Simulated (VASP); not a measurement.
Set up this calculation in VASP 6.6.1, as the native input.

```
Task                   : single point
Functional             : r2SCAN
Potentials or basis    : VASP PAW PBE potentials, release 64 (Al, Ga_d, N)
Cutoff                 : 520 eV
k mesh                 : 8 × 8 × 6
Occupations            : gaussian, width 0.05 eV
Spin                   : no spin polarisation
Dipole correction      : no
Further INCAR settings : ALGO = Normal; EDIFF = 1e-06; NBANDS = 21
```

The system is AlGaN2.

```xyz
4
Lattice="3.1409 0.0000 0.0000 0.0000 3.1409 0.0000 0.0000 0.0000 4.3575" Properties=species:S:1:pos:R:3 pbc="T T T"
Al    1.5704    1.5704    2.1787
Ga    0.0000    0.0000    0.0000
N     1.5704    0.0000    3.2170
N     0.0000    1.5704    1.1405
```

This cell differs from its parent crystal: strain +0.000 along x and y, -0.015 along z.

These files were run (other wordings do the same):

POSCAR

```
AlGaN2
1.0
    3.1408770487      0.0000000000      0.0000000000
    0.0000000000      3.1408770487      0.0000000000
    0.0000000000      0.0000000000      4.3574803709
Al Ga N
1 1 2
Direct
    0.5000000000      0.5000000000      0.5000000000
    0.0000000000      0.0000000000      0.0000000000
    0.5000000000      0.0000000000      0.7382648100
    0.0000000000      0.5000000000      0.2617351900
```

INCAR.step1

```
  PREC = Accurate
  ENCUT = 520
  ISMEAR = 0
  SIGMA = 0.05
  LREAL = False
  LASPH = True
  NELM = 100
  NBANDS = 21
  GGA = PE
  ALGO = Normal
  EDIFF = 1E-4
  LWAVE = True
  LCHARG = False
```

INCAR.step2

```
  PREC = Accurate
  ENCUT = 520
  EDIFF = 1E-6
  ISMEAR = 0
  SIGMA = 0.05
  LREAL = False
  LASPH = True
  NELM = 100
  ALGO = Normal
  ISIF = 2
  LWAVE = False
  LCHARG = False
  METAGGA = R2SCAN
  LMIXTAU = True
  NBANDS = 21
  ISTART = 1
```

KPOINTS

```
regular mesh
0
Gamma
  8 8 6
```

Potentials or basis: VASP PAW PBE potentials, release 64 (Al, Ga_d, N).

Command:

```console
$ cat potpaw_PBE.64/Al/POTCAR potpaw_PBE.64/Ga_d/POTCAR potpaw_PBE.64/N/POTCAR > POTCAR
$ cp INCAR.step1 INCAR
$ mpirun -np 1 vasp_std > vasp.out
$ cp INCAR.step2 INCAR
$ mpirun -np 1 vasp_std > vasp.out
```

It gave:

| Item | Value |
| --- | --- |
| Pressure | 3.1 GPa |
| Largest force | 0.027 eV/Å |
| Band gap on the k mesh | 3.50 eV, direct |

Caveat: the cell differs from its parent crystal (strain +0.000 along x and y, -0.015 along z); the PAW data sets were made with another functional, which shifts forces and pressure a little.

Run time: 4.2 min on 1 thread of AMD EPYC 7R43 64-Core Processor (Zen 3) (shared host), peak memory 0.15 GiB.
